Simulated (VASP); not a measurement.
# SrO (Fm-3m) in VASP: further runs, part 2 of 2

VASP 6.6.1. Earlier steps stand in the parts before.

## (5) Single point, PBEsol (volume scaled by 1.01)

Contents of INCAR:

```
SYSTEM = SrO
ALGO     = Normal         ! electronic algorithm
EDIFF    = 1E-6           ! SCF threshold, eV
ENCUT    = 520            ! plane-wave cutoff, eV
GGA      = PS             ! functional
ISIF     = 2              ! what is computed and relaxed
ISMEAR   = -1             ! smearing method
LASPH    = .True.         ! aspherical terms in the spheres
LCHARG   = .False.        ! write CHGCAR
LREAL    = .False.        ! projectors in reciprocal space
LWAVE    = .False.        ! write WAVECAR
NBANDS   = 15             ! bands
NELM     = 100            ! most SCF steps
PREC     = Accurate       ! precision mode
SIGMA    = 0.03           ! smearing width, eV
```

Contents of KPOINTS:

```
k-points
0
Gamma
  8 8 8
  0 0 0
```

Contents of POSCAR:

```
SrO
1.0
    0.0000000000      2.5783376042      2.5783376042
    2.5783376042      0.0000000000      2.5783376042
    2.5783376042      2.5783376042      0.0000000000
Sr O
1 1
Direct
    0.0000000000      0.0000000000      0.0000000000
    0.5000000000      0.5000000000      0.5000000000
```

Potentials or basis: VASP PAW PBE potentials, release 64 (Sr_sv, O).

The run is started by

```sh
$ cat potpaw_PBE.64/Sr_sv/POTCAR potpaw_PBE.64/O/POTCAR > POTCAR
$ mpirun -np 1 vasp_std > vasp.out
```

OUTCAR:

```text
SYSTEM = SrO
   EDIFF = 1E-6
   ENCUT = 520
   GGA = PS
   ISIF = 2
   ISMEAR = -1
   LASPH = .True.
   LREAL = .False.
   NELM = 100
   PREC = Accurate

 ion  position               nearest neighbor table
   1  0.000  0.000  0.000-   2 2.58   2 2.58   2 2.58   2 2.58   2 2.58   2 2.58
   2  0.500  0.500  0.500-   1 2.58   1 2.58   1 2.58   1 2.58   1 2.58   1 2.58

  LATTYP: Found a face centered cubic cell.
 ALAT       =     5.1566752084

  Lattice vectors:

 A1 = (   0.0000000000,   2.5783376042,   2.5783376042)
 A2 = (   2.5783376042,   0.0000000000,   2.5783376042)
 A3 = (   2.5783376042,   2.5783376042,   0.0000000000)

Analysis of symmetry for initial positions (statically):
=====================================================================
 Subroutine PRICEL returns:
 Original cell was already a primitive cell.

 Routine SETGRP: Setting up the symmetry group for a
 face centered cubic supercell.

 Subroutine GETGRP returns: Found 48 space group operations
 (whereof 48 operations were pure point group operations)
 out of a pool of 48 trial point group operations.

The static configuration has the point symmetry O_h .

[... 173 lines left out ...]
      6       1.4484      2.00000
      7       1.4484      2.00000
      8       1.4484      2.00000
      9       5.2113      0.00000
     10       7.5927      0.00000
     11       7.5927      0.00000
     12       7.5927      0.00000
     13       9.7680      0.00000
     14       9.7680      0.00000
[... 401 lines left out ...]
      2     -14.7358      2.00000
      3     -12.8690      2.00000
      4     -12.7092      2.00000
      5     -11.6472      2.00000
      6      -0.1530      2.00000
      7       0.5802      2.00000
      8       0.6547      2.00000
      9       7.7141      0.00000
     10       8.0592      0.00000
     11      10.6553      0.00000
     12      10.8944      0.00000
     13      12.9969      0.00000
     14      14.2478      0.00000
     15      14.5800      0.00000

 [... further k-points ...]

------------------------ aborting loop because EDIFF is reached ----------------------------------------

  FORCE on cell =-STRESS in cart. coord.  units (eV):
  Direction    XX          YY          ZZ          XY          YZ          ZX
  --------------------------------------------------------------------------------------
  -------------------------------------------------------------------------------------
  Total       -0.2591454     -0.2591454     -0.2591454      0.0000000      0.0000000      0.0000000
  in kB      -12.1116898    -12.1116898    -12.1116898      0.0000000      0.0000000      0.0000000
  external PRESSURE =     -12.1116898 kB  Pullay stress =       0.0000000 kB

 VOLUME and BASIS-vectors are now :
 -----------------------------------------------------------------------------
  energy-cutoff  :      520.00
  volume of cell :       34.28
      direct lattice vectors                 reciprocal lattice vectors
     0.000000000  2.578337604  2.578337604    -0.193923402  0.193923402  0.193923402
     2.578337604  0.000000000  2.578337604     0.193923402 -0.193923402  0.193923402
     2.578337604  2.578337604  0.000000000     0.193923402  0.193923402 -0.193923402

 POSITION                                       TOTAL-FORCE (eV/Angst)
 -----------------------------------------------------------------------------------
      0.00000      0.00000      0.00000        -0.000000     -0.000000     -0.000000
      2.57834      2.57834      2.57834         0.000000      0.000000      0.000000
 -----------------------------------------------------------------------------------
    total drift:                                0.000000      0.000000      0.000000

  FREE ENERGIE OF THE ION-ELECTRON SYSTEM (eV)
  ---------------------------------------------------
  free  energy   TOTEN  =       -12.6383599345 eV

  energy  without entropy=      -12.6383599345  energy(sigma->0) =      -12.63835993
```

OSZICAR:

```text
N       E                     dE             d eps       ncg     rms          rms(c)
DAV:   1     0.652687247282E+02    0.65269E+02   -0.84525E+03   870   0.104E+03
DAV:   2    -0.115057907730E+02   -0.76775E+02   -0.70625E+02  1187   0.220E+02
DAV:   3    -0.145378411881E+02   -0.30321E+01   -0.30152E+01  1118   0.386E+01
DAV:   4    -0.146090345882E+02   -0.71193E-01   -0.71188E-01  1081   0.585E+00
DAV:   5    -0.146114834091E+02   -0.24488E-02   -0.24488E-02  1062   0.898E-01    0.168E+01
DAV:   6    -0.128147322594E+02    0.17968E+01   -0.57549E+00   884   0.182E+01    0.195E+01
DAV:   7    -0.126643382655E+02    0.15039E+00   -0.29978E-01  1031   0.477E+00    0.115E+01
DAV:   8    -0.126373612992E+02    0.26977E-01   -0.12442E-01  1136   0.344E+00    0.384E-01
DAV:   9    -0.126381800724E+02   -0.81877E-03   -0.61420E-03  1101   0.477E-01    0.231E-01
DAV:  10    -0.126382705482E+02   -0.90476E-04   -0.26792E-04  1010   0.166E-01    0.901E-02
DAV:  11    -0.126383509676E+02   -0.80419E-04   -0.94055E-05   962   0.759E-02    0.253E-02
DAV:  12    -0.126383599706E+02   -0.90029E-05   -0.12305E-05   961   0.300E-02    0.115E-02
DAV:  13    -0.126383599345E+02    0.36067E-07   -0.15738E-06   947   0.969E-03
   1 F= -.12638360E+02 E0= -.12638360E+02  d E =-.770185E-11
```

Wall time 12 s (1 thread of Intel Xeon Platinum 8375C at 2.90GHz (Ice Lake), shared host); peak memory 0.16 GiB.

What came out:

```yaml
Free_energy: -12.6384 eV
Pressure: -1.2 GPa
Band_gap_on_the_k_mesh: 3.16 eV, indirect (least direct gap 3.25 eV)
```

Levels at points of the mesh, in eV from the valence-band top:
| k point | band 6 | band 7 | band 8 | band 9 | band 10 | band 11 |
| --- | --- | --- | --- | --- | --- | --- |
| (0.00, 0.00, 0.00) | 0.00 | 0.00 | 0.00 | 3.76 | 6.14 | 6.14 |
| (0.50, 0.00, 0.00) | -2.21 | -1.14 | -1.14 | 6.45 | 8.22 | 8.80 |
| (0.50, 0.50, 0.00) | -0.45 | -0.09 | -0.09 | 3.16 | 7.70 | 10.14 |

Caveat: the PAW data sets were made with another functional, which shifts forces and pressure a little.

## (6) Summary

```tsv
cell	gap on the mesh (eV)	pressure (GPa)
a = 3.610 Å, angles 60.0°, 2 atoms	3.14	1.6
a = 3.585 Å, angles 60.0°, 2 atoms	3.12	3.8
a = 3.622 Å, angles 60.0°, 2 atoms	3.15	0.6
a = 3.646 Å, angles 60.0°, 2 atoms	3.16	-1.2
```

Alike in all rows: task single point; level PBEsol; potentials or basis VASP PAW PBE potentials, release 64 (Sr_sv, O); no spin polarisation; k mesh 8 × 8 × 8; cutoff (eV) 520; smearing fermi-dirac 0.03 eV.

Caveats: the PAW data sets were made with another functional, which shifts forces and pressure a little.

Total energies depend on the potentials used, so only differences within one code and one set of settings carry meaning.
